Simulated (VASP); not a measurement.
Set up this calculation in VASP 6.6.1, as the native input.

- Task: single point
- Functional: LDA
- Potentials or basis: VASP PAW LDA potentials, release 64 (Hf_pv, O)
- Cutoff: 520 eV
- k mesh: 6 × 6 × 8
- Occupations: gaussian, width 0.05 eV
- Spin: no spin polarisation
- Dipole correction: no
- Further INCAR settings: ALGO = Normal; EDIFF = 1e-07; NBANDS = 31

The structure of HfO2 lies in POSCAR:

```
HfO2
1.0
    4.7888991402      0.0000000000      0.0000000000
    0.0000000000      4.7888991402      0.0000000000
    0.0000000000      0.0000000000      3.1858186410
Hf O
2 4
Direct
   -0.0626448775      0.0000000000      0.0000000000
    0.4373551225      0.5000000000      0.5000000000
    0.1951075730      0.8048924270      0.5000000000
    0.3048924270      0.3048924270      0.0000000000
    0.6951075730      0.6951075730      0.0000000000
    0.8048924270      0.1951075730      0.5000000000
```

This cell differs from its parent crystal: all Hf atoms moved -0.300 Å, as atom 1 along Cartesian [1 0 0].

One way to write it, as run:

INCAR

```
PREC = Accurate
ENCUT = 520
EDIFF = 1E-7
ISMEAR = 0
SIGMA = 0.05
LREAL = F
LASPH = T
NELM = 80
ALGO = Normal
ISIF = 2
LWAVE = F
LCHARG = F
GGA = CA
NBANDS = 31
```

KPOINTS

```
Automatic mesh
0
Gamma
  6 6 8
```

Potentials or basis: VASP PAW LDA potentials, release 64 (Hf_pv, O).

Launch:

```console
$ cat potpaw_LDA.64/Hf_pv/POTCAR potpaw_LDA.64/O/POTCAR > POTCAR
$ mpirun -np 1 vasp_std > vasp.out
```

Results of the run:

The pressure is 6.5 GPa, the largest force is 3.071 eV/Å and the band gap on the k mesh is 4.46 eV.

Caveat: the cell differs from its parent crystal (all Hf atoms moved -0.300 Å, as atom 1 along Cartesian [1 0 0]); the stress differs along the axes, from 3 to 10 GPa; spin-orbit coupling is left out, which moves the levels of the heavy elements; forces of over 1 eV/Å act on the atoms, so gaps and moduli don't describe the material at rest.

Run time: 110 s on 1 thread of Intel(R) Xeon(R) Platinum 8259CL CPU @ 2.50GHz (Skylake/Cascade Lake), with other jobs on the host, peak memory 0.26 GiB.
